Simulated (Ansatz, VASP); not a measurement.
Re: VASP beside Ansatz

```xyz
1
Lattice="0.0000 1.9946 1.9946 1.9946 0.0000 1.9946 1.9946 1.9946 0.0000" Properties=species:S:1:pos:R:3 pbc="T T T"
Re    0.0000    0.0000    0.0000
```

Change from the starting cell: volume scaled by 1.03, PAW files.

Alike in both runs: task electric field gradients; functional PBE; k mesh 14 × 14 × 14; occupations fermi-dirac, width 0.03 eV; no spin polarisation.

|  | VASP | Ansatz |
| --- | --- | --- |
| version | VASP 6.6.1 | Ansatz 0.2.0 |
| potentials or method | VASP PAW PBE potentials, release 64 (Re) | PAW with Ansatz's default frozen-core files, scalar-relativistic |
| plane-wave cutoff (eV) | 520 | 420 |
| valence electrons in the cell | 7 | 15 |

```tsv
	VASP	Ansatz	Ansatz less VASP
pressure (GPa)	-18.8	-18.0	+0.79
```

With one functional, cell and mesh, what is left measures potentials, basis and numerics. VASP's potentials hold 7 valence electrons a cell and Ansatz's 15, so a difference there can come from the potentials and not from the codes.

Spin-orbit coupling is off throughout.
